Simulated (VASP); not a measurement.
A run of VASP 6.6.1 is set up as follows.

Contents of INCAR:

```
SYSTEM = GaN
AGGAC = 1.0
AGGAX = 1.0
ALDAC = 0.0
ALDAX = 1.0
ALGO = Normal
EDIFF = 1E-6
ENCUT = 520
GGA = B5
ISIF = 2
ISMEAR = -1
LASPH = .TRUE.
LCHARG = .TRUE.
LELF = .TRUE.
LREAL = .FALSE.
LVHAR = .TRUE.
LWAVE = .FALSE.
NBANDS = 16
NELM = 100
PREC = Accurate
SIGMA = 0.05
```

File KPOINTS:

```
k-points
0
G
  10 10 10
  0 0 0
```

Contents of POSCAR:

```
GaN
1.0
    0.0000000000      2.2976981147      2.2976981147
    2.2976981147      0.0000000000      2.2976981147
    2.2976981147      2.2976981147      0.0000000000
Ga N
1 1
Direct
    0.0000000000      0.0000000000      0.0000000000
    0.2500000000      0.2500000000      0.2500000000
```

Potentials or basis: VASP PAW PBE potentials, release 64 (Ga_d, N).

Command:

```console
$ cat potpaw_PBE.64/Ga_d/POTCAR potpaw_PBE.64/N/POTCAR > POTCAR
$ mpirun -np 1 vasp_std > vasp.out
```

Question: What does it give for the band gap on the k mesh?

Answer: 1.42 eV, direct.

Question: What does it give for the pressure?

Answer: 1.4 GPa.

Caveat: the PAW data sets were made with another functional, which shifts forces and pressure a little. A hybrid or GW would open this gap; BLYP tends to underestimate it.
